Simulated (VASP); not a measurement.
# Br (P6_3/mmc) in VASP: a series of runs

Br is run at these levels: PBE; tasks: single point.

Program: VASP 6.6.1. These are calculated values, not measurements. Logs are shortened: lines on timing, memory, paths and dates and some standing lists are left out, and cuts for length are marked.

**1. The cell of the first run**

Symmetry: P6_3/mmc, No. 194, hexagonal system. Conventional cell: a = 3.762 Å, b = 3.762 Å, c = 4.309 Å, α = 90.00°, β = 90.00°, γ = 120.00°. Br (site symmetry -6m2) has 12 Br at 3.06 to 3.76 Å within 4.0 Å.

**2. Single point, PBE (26.41 Å³/atom)**

Contents of INCAR:

```
  ALGO = Normal
  EDIFF = 1E-7
  ENCUT = 520
  GGA = PE
  ISIF = 2
  ISMEAR = -1
  LASPH = True
  LCHARG = False
  LREAL = False
  LWAVE = False
  NBANDS = 14
  NELM = 60
  PREC = Accurate
  SIGMA = 0.05
```

Contents of KPOINTS:

```
k-points
0
Gamma
  14 14 8
```

Contents of POSCAR:

```
Br
1.0
    3.7619665892      0.0000000001      0.0000000000
   -1.8809832946      3.2579586344      0.0000000000
    0.0000000000      0.0000000000      4.3094278130
Br
2
Direct
    0.3333333333      0.6666666667      0.2500000000
    0.6666666667      0.3333333333      0.7500000000
```

Potentials or basis: VASP PAW PBE potentials, release 64 (Br).

Launch:

```console
> cat potpaw_PBE.64/Br/POTCAR > POTCAR
> mpirun -np 1 vasp_std > vasp.out
```

OUTCAR:

```text
EDIFF = 1E-7
   ENCUT = 520
   GGA = PE
   ISIF = 2
   ISMEAR = -1
   LASPH = True
   LREAL = False
   NELM = 60
   PREC = Accurate

 ion  position               nearest neighbor table
   1  0.333  0.667  0.250-
   2  0.667  0.333  0.750-

  LATTYP: Found a hexagonal cell.
 ALAT       =     3.7619665892
 C/A-ratio  =     1.1455252754

  Lattice vectors:

 A1 = (   3.7619665892,   0.0000000001,   0.0000000000)
 A2 = (  -1.8809832946,   3.2579586344,   0.0000000000)
 A3 = (   0.0000000000,   0.0000000000,   4.3094278130)

Analysis of symmetry for initial positions (statically):
=====================================================================
 Subroutine PRICEL returns:
 Original cell was already a primitive cell.

 Routine SETGRP: Setting up the symmetry group for a
 hexagonal supercell.

 Subroutine GETGRP returns: Found 24 space group operations
 (whereof 12 operations were pure point group operations)
 out of a pool of 24 trial point group operations.

The static configuration has the point symmetry D_3d.
 The point group associated with its full space group is D_6h.

Analysis of symmetry for dynamics (positions and initial velocities):
=====================================================================
 Subroutine PRICEL returns:
 Original cell was already a primitive cell.

 Routine SETGRP: Setting up the symmetry group for a
 hexagonal supercell.

 Subroutine GETGRP returns: Found 24 space group operations
 (whereof 12 operations were pure point group operations)
 out of a pool of 24 trial point group operations.

The dynamic configuration has the point symmetry D_3d.
 The point group associated with its full space group is D_6h.

 Subroutine INISYM returns: Found 24 space group operations
 (whereof 12 operations are pure point group operations),
 and found     1 'primitive' translations

----------------------------------------------------------------------------------------

                                     Primitive cell

  volume of cell :      52.8178

  direct lattice vectors                    reciprocal lattice vectors
     3.761966589  0.000000000  0.000000000     0.265818416  0.153470334  0.000000000
    -1.880983295  3.257958634  0.000000000    -0.000000000  0.306940668  0.000000000
     0.000000000  0.000000000  4.309427813     0.000000000  0.000000000  0.232049368

  length of vectors
     3.761966589  3.761966589  4.309427813     0.306940668  0.306940668  0.232049368

  position of ions in fractional coordinates (direct lattice)
     0.333333333  0.666666667  0.250000000
     0.666666667  0.333333333  0.750000000

  ion indices of the primitive-cell ions
   primitive index   ion index
                 1           1
                 2           2

----------------------------------------------------------------------------------------

 KPOINTS: k-points

Automatic generation of k-mesh.
 Grid dimensions read from file:
 generate k-points for:   14   14    8

 Generating k-lattice:

  Cartesian coordinates                     Fractional coordinates (reciprocal lattice)
     0.018987030  0.010962167  0.000000000     0.071428571  0.000000000  0.000000000
    -0.000000000  0.021924333  0.000000000     0.000000000  0.071428571  0.000000000
     0.000000000  0.000000000  0.029006171     0.000000000  0.000000000  0.125000000

  Length of vectors
     0.021924333  0.021924333  0.029006171

  Shift w.r.t. Gamma in fractional coordinates (k-lattice)
     0.000000000  0.000000000  0.000000000

 Subroutine IBZKPT returns following result:
 ===========================================

 Found    120 irreducible k-points:

 Following reciprocal coordinates:
            Coordinates               Weight
  0.000000  0.000000  0.000000      1.000000
  0.071429  0.000000  0.000000      6.000000
  0.142857  0.000000  0.000000      6.000000
  0.214286 -0.000000  0.000000      6.000000
  0.285714  0.000000  0.000000      6.000000
  0.357143  0.000000  0.000000      6.000000
[... 16 lines left out ...]
  0.285714  0.285714  0.000000      6.000000
  0.357143  0.285714  0.000000      6.000000
 [... further k-points ...]
   k-points           NKPTS =    120   k-points in BZ     NKDIM =    120   number of bands    NBANDS=     14
   number of dos      NEDOS =    301   number of ions     NIONS =      2
   total plane-waves  NPLWV =  25088
   dimension x,y,z NGX =    28 NGY =   28 NGZ =   32
   dimension x,y,z NGXF=    56 NGYF=   56 NGZF=   64
   ions per type =               2
   NGX,Y,Z   is equivalent  to a cutoff of  12.37, 12.37, 12.34 a.u.
   NGXF,Y,Z  is equivalent  to a cutoff of  24.75, 24.75, 24.69 a.u.
 SYSTEM =  unknown system
   PREC   = accura    normal or accurate (medium, high low for compatibility)
   ISTART =      0    job   : 0-new  1-cont  2-samecut
   ICHARG =      2    charge: 1-file 2-atom 10-const
   ISPIN  =      1    spin polarized calculation?
   LNONCOLLINEAR =      F non collinear calculations
   LSORBIT =      F    spin-orbit coupling
   LASPH  =      T    aspherical Exc in radial PAW
   ENCUT  =  520.0 eV  38.22 Ry    6.18 a.u.   6.99  6.99  8.01*2*pi/ulx,y,z
   NELM   =     60;   NELMIN=  2; NELMDL= -5     # of ELM steps
   EDIFF  = 0.1E-06   stopping-criterion for ELM
   LREAL  =      F    real-space projection
   EDIFFG = 0.1E-05   stopping-criterion for IOM
   NSW    =      0    number of steps for IOM
   IBRION =     -1    ionic relax: 0-MD 1-quasi-New 2-CG
   NFREE  =      0    steps in history (QN), initial steepest desc. (CG)
   ISIF   =      2    stress and relaxation
   ISYM   =      2    0-nonsym 1-usesym 2-fastsym
   POTIM  = 0.5000    time-step for ionic-motion
   TEBEG  =    0.0;   TEEND  =   0.0 temperature during run
   PSTRESS=    0.0 pullay stress
   NELECT =      14.0000    total number of electrons
   NUPDOWN=      -1.0000    fix difference up-down
   EMIN   =  10.00;   EMAX   =-10.00  energy-range for DOS
   EFERMI =   0.00;   METHOD = LEGACY
   ISMEAR =    -1;   SIGMA  =   0.05  broadening in eV -4-tet -1-fermi 0-gaus
   EFERMI_NEDOS =   21; number of points for ismear=-14 and -15
   IALGO  =     38    algorithm
   IMIX   =      4    mixing-type and parameters
     AMIX     =   0.40;   BMIX     =  1.00
     AMIX_MAG =   1.60;   BMIX_MAG =  1.00
  volume/ion in A,a.u.               =      26.41       178.22
  Fermi-wavevector in a.u.,A,eV,Ry     =   1.051617  1.987267 15.046651  1.105898
  Thomas-Fermi vector in A             =   2.186667
   LORBIT       =      0    0 simple, 1 ext, 2 COOP (PROOUT), +10 PAW based schemes
   GGA     = PE    functional components
   LHFCALC =     F    Hartree Fock is set to
   AEXX    =    0.0000 exact exchange contribution
   IVDW    =     0    specifies the selected vdW correction
   LEPSILON=     F    determine dielectric tensor
   LRPA    =     F    only Hartree local field effects (RPA)
 non-spin polarized calculation
  energy-cutoff  :      520.00
  volume of cell :       52.82
 maximum number of plane-waves:      1440
 NGX is ok and might be reduce to    28
   NGX = 13   NGY = 13   NGZ = 17

 number of electron      13.9999999 magnetization

 Free energy of the ion-electron system (eV)
  ---------------------------------------------------
  ext. energy  EPLUGINS =         0.00000000
  ---------------------------------------------------
  free energy    TOTEN  =        -2.24970412 eV

  energy without entropy =       -2.22752451  energy(sigma->0) =       -2.23861431

 E-fermi :   1.9907     XC(G=0):  -9.2000

 val. band max:        1.9865841823   @ k =   0.0714   0.0714   0.3750
 cond. band min:       2.0086132681   @ k =   0.2143  -0.0000   0.1250
 fundamental gap:      0.0220290858
 Fermi energy:         1.9907239683

 k-point     1 :       0.0000    0.0000    0.0000
  band No.  band energies     occupation
      1     -13.9466      2.00000
      2     -11.1992      2.00000
      3      -2.5432      2.00000
      4      -0.0189      2.00000
      5      -0.0189      2.00000
      6       1.8691      1.83869
      7       1.8691      1.83868
      8       3.1211      0.00000
      9       8.0715      0.00000
     10       9.0260      0.00000
     11      12.5723      0.00000
     12      12.5723      0.00000
     13      14.1824      0.00000
     14      14.1824      0.00000

 k-point     2 :       0.0714    0.0000    0.0000
  band No.  band energies     occupation
      1     -13.9105      2.00000
      2     -11.2170      2.00000
      3      -2.4948      2.00000
      4      -0.1432      2.00000
      5      -0.0931      2.00000
      6       1.7417      1.98636
      7       1.9158      1.63461
      8       3.0277      0.00000
      9       8.2416      0.00000
     10       9.2738      0.00000
     11      12.1749      0.00000
     12      12.6703      0.00000
     13      14.0162      0.00000
     14      14.1179      0.00000

 k-point     3 :       0.1429    0.0000    0.0000
  band No.  band energies     occupation
      1     -13.8046      2.00000
      2     -11.2722      2.00000
      3      -2.3512      2.00000
      4      -0.4708      2.00000
      5      -0.2789      2.00000
      6       1.4242      1.99998
      7       2.0232      0.68576
      8       2.7611      0.00000
      9       8.6636      0.00000
     10       9.8775      0.00000
     11      11.5743      0.00000
     12      12.9780      0.00000
     13      13.6383      0.00000
     14      13.7999      0.00000
[... 324 lines left out ...]
 k-point    23 :       0.2857    0.2857    0.0000
  band No.  band energies     occupation
      1     -12.6399      2.00000
      2     -12.1147      2.00000
      3      -2.3552      2.00000
      4      -0.6652      2.00000
      5      -0.6044      2.00000
      6       0.0089      2.00000
      7       0.3645      2.00000
      8       1.7621      1.97954
      9       9.9617      0.00000
     10      10.4307      0.00000
     11      11.1097      0.00000
     12      12.7762      0.00000
     13      15.9115      0.00000
     14      16.2724      0.00000

 k-point    24 :       0.3571    0.2857    0.0000
  band No.  band energies     occupation
      1     -12.4857      2.00000
      2     -12.2571      2.00000
      3      -2.4348      2.00000
      4      -0.4970      2.00000
      5      -0.3375      2.00000
      6      -0.1811      2.00000
      7       0.0825      2.00000
      8       1.7191      1.99129
      9       9.8328      0.00000
     10      10.5466      0.00000
     11      11.7993      0.00000
     12      12.0488      0.00000
     13      16.2557      0.00000
     14      16.5979      0.00000

 [... further k-points ...]

------------------------ aborting loop because EDIFF is reached ----------------------------------------

  FORCE on cell =-STRESS in cart. coord.  units (eV):
  Direction    XX          YY          ZZ          XY          YZ          ZX
  --------------------------------------------------------------------------------------
  -------------------------------------------------------------------------------------
  Total        0.7502147      0.7502147      0.7521789      0.0000000      0.0000000      0.0000000
  in kB       22.7570529     22.7570529     22.8166354      0.0000000      0.0000000      0.0000000
  external PRESSURE =      22.7769138 kB  Pullay stress =       0.0000000 kB

 VOLUME and BASIS-vectors are now :
 -----------------------------------------------------------------------------
  energy-cutoff  :      520.00
  volume of cell :       52.82
      direct lattice vectors                 reciprocal lattice vectors
     3.761966589  0.000000000  0.000000000     0.265818416  0.153470334  0.000000000
    -1.880983295  3.257958634  0.000000000    -0.000000000  0.306940668  0.000000000
     0.000000000  0.000000000  4.309427813     0.000000000  0.000000000  0.232049368

 POSITION                                       TOTAL-FORCE (eV/Angst)
 -----------------------------------------------------------------------------------
     -0.00000      2.17197      1.07736        -0.000000     -0.000000      0.000000
      1.88098      1.08599      3.23207         0.000000      0.000000      0.000000
 -----------------------------------------------------------------------------------
    total drift:                               -0.000000      0.000000      0.000000

  FREE ENERGIE OF THE ION-ELECTRON SYSTEM (eV)
  ---------------------------------------------------
  free  energy   TOTEN  =        -2.2497041184 eV

  energy  without entropy=       -2.2275245068  energy(sigma->0) =       -2.23861431
```

Wall time 59 s (1 thread of Intel Xeon Platinum 8488C (Sapphire Rapids), shared host); peak memory 0.2 GiB.

Results:

| Property | Result |
| --- | --- |
| Free energy | -2.2497 eV |
| Pressure | 2.3 GPa |
| Band gap on the k mesh | zero (bands 7 and 8 overlap by 1.98 eV) |

**3. Single point, PBE**

This run uses another cell than the first one, of 28.71 Å³/atom.

Contents of INCAR:

```
SYSTEM = Br
ALGO = Normal ; EDIFF = 1E-6
ENCUT = 520 ; GGA = PE
ISIF = 2 ; ISMEAR = -1
LASPH = .True. ; LCHARG = .True.
LELF = .True. ; LREAL = .False.
LVHAR = .True. ; LWAVE = .False.
NBANDS = 14 ; NELM = 60
PREC = Accurate ; SIGMA = 0.05
```

Contents of KPOINTS:

```
k-points
0
Gamma
  14 14 8
  0 0 0
```

Contents of POSCAR:

```
Br
1.0
    3.9264464971      0.0000000000      0.0000000000
   -1.9632232486      3.4004024131      0.0000000000
    0.0000000000      0.0000000000      4.2999388874
Br
2
Direct
    0.3333333333      0.6666666667      0.2500000000
    0.6666666667      0.3333333333      0.7500000000
```

Potentials or basis: VASP PAW PBE potentials, release 64 (Br).

Launch:

```console
> cat potpaw_PBE.64/Br/POTCAR > POTCAR
> mpirun -np 1 vasp_std > vasp.out
```

OUTCAR:

```text
SYSTEM = Br
   EDIFF = 1E-6
   ENCUT = 520
   GGA = PE
   ISIF = 2
   ISMEAR = -1
   LASPH = .True.
   LREAL = .False.
   NELM = 60
   PREC = Accurate

 ion  position               nearest neighbor table
   1  0.333  0.667  0.250-
   2  0.667  0.333  0.750-

  LATTYP: Found a hexagonal cell.
 ALAT       =     3.9264464971
 C/A-ratio  =     1.0951222411

  Lattice vectors:

 A1 = (   3.9264464971,   0.0000000000,   0.0000000000)
[... 594 lines left out ...]
 [... further k-points ...]

------------------------ aborting loop because EDIFF is reached ----------------------------------------

  FORCE on cell =-STRESS in cart. coord.  units (eV):
  Direction    XX          YY          ZZ          XY          YZ          ZX
  --------------------------------------------------------------------------------------
  -------------------------------------------------------------------------------------
  Total        0.0074384      0.0074384      0.0007382     -0.0000000      0.0000000      0.0000000
  in kB        0.2075872      0.2075872      0.0206019     -0.0000000      0.0000000      0.0000000
  external PRESSURE =       0.1452588 kB  Pullay stress =       0.0000000 kB

 VOLUME and BASIS-vectors are now :
 -----------------------------------------------------------------------------
  energy-cutoff  :      520.00
  volume of cell :       57.41
      direct lattice vectors                 reciprocal lattice vectors
     3.926446497  0.000000000  0.000000000     0.254683211  0.147041420  0.000000000
    -1.963223249  3.400402413  0.000000000     0.000000000  0.294082840  0.000000000
     0.000000000  0.000000000  4.299938887     0.000000000  0.000000000  0.232561445

 POSITION                                       TOTAL-FORCE (eV/Angst)
 -----------------------------------------------------------------------------------
     -0.00000      2.26693      1.07498         0.000000      0.000000      0.000000
      1.96322      1.13347      3.22495         0.000000     -0.000000      0.000000
 -----------------------------------------------------------------------------------
    total drift:                               -0.000000      0.000000      0.000000

  FREE ENERGIE OF THE ION-ELECTRON SYSTEM (eV)
  ---------------------------------------------------
  free  energy   TOTEN  =        -2.2800873532 eV

  energy  without entropy=       -2.2551274564  energy(sigma->0) =       -2.26760740
```

stdout:

```text
POSCAR found type information on POSCAR Br
 POSCAR found :  1 types and       2 ions
 scaLAPACK will be used
 LDA part: xc-table for (Slater+PW92), standard interpolation
 POSCAR, INCAR and KPOINTS ok, starting setup
 FFT: planning ... GRIDC
 FFT: planning ... GRID_SOFT
 FFT: planning ... GRID
 WAVECAR not read
 entering main loop
```

It took 58 s on 1 thread of Intel Xeon Platinum 8488C (Sapphire Rapids), shared host; peak memory 0.21 GiB.

Results:

```yaml
Free_energy: -2.2801 eV
Pressure: 0.0 GPa
Band_gap_on_the_k_mesh: zero (bands 7 and 8 overlap by 1.91 eV)
```

**4. Single point, PBE (28.71 Å³/atom)**

This run uses another cell than the first one, of 28.71 Å³/atom.

Contents of INCAR:

```
PREC = Accurate
ENCUT = 520
EDIFF = 1E-6
ISMEAR = -1
SIGMA = 0.05
LREAL = False
LASPH = True
NELM = 60
ALGO = Normal
ISIF = 2
LWAVE = False
LCHARG = False
GGA = PE
NBANDS = 14
```

Contents of KPOINTS:

```
Automatic mesh
0
Gamma
  14 14 8
```

POSCAR is that of step 3.

Launch:

```console
> cat potpaw_PBE.64/Br/POTCAR > POTCAR
> mpirun -np 1 vasp_std > vasp.out
```

Run time: 51 s. Hardware: 1 thread of Intel Xeon Platinum 8488C (Sapphire Rapids), shared host; peak memory 0.21 GiB.

It converged, with:

```yaml
Free_energy: -2.2801 eV
Pressure: 0.0 GPa
Band_gap_on_the_k_mesh: zero (bands 7 and 8 overlap by 1.91 eV)
```

Levels at points of the mesh, in eV from the Fermi level:
```csv
k point,band 3,band 4,band 5,band 6,band 7,band 8,band 9,band 10,band 11,band 12
"(0.00, 0.00, 0.00)",-3.92,-2.02,-2.02,-0.19,-0.19,0.90,6.30,6.73,10.51,10.51
"(0.50, 0.00, 0.00)",-3.50,-2.90,-2.55,-1.52,-1.12,0.29,6.33,9.94,10.02,10.46
"(0.00, 0.00, 0.50)",-2.01,-2.01,-1.11,-1.11,-1.11,-1.11,8.86,8.86,9.60,9.60
"(0.50, 0.00, 0.50)",-4.43,-4.43,-1.58,-1.58,0.12,0.12,8.30,8.30,12.49,12.49
```

The gap in the log of VASP goes by the Fermi energy; the results here count the filled bands.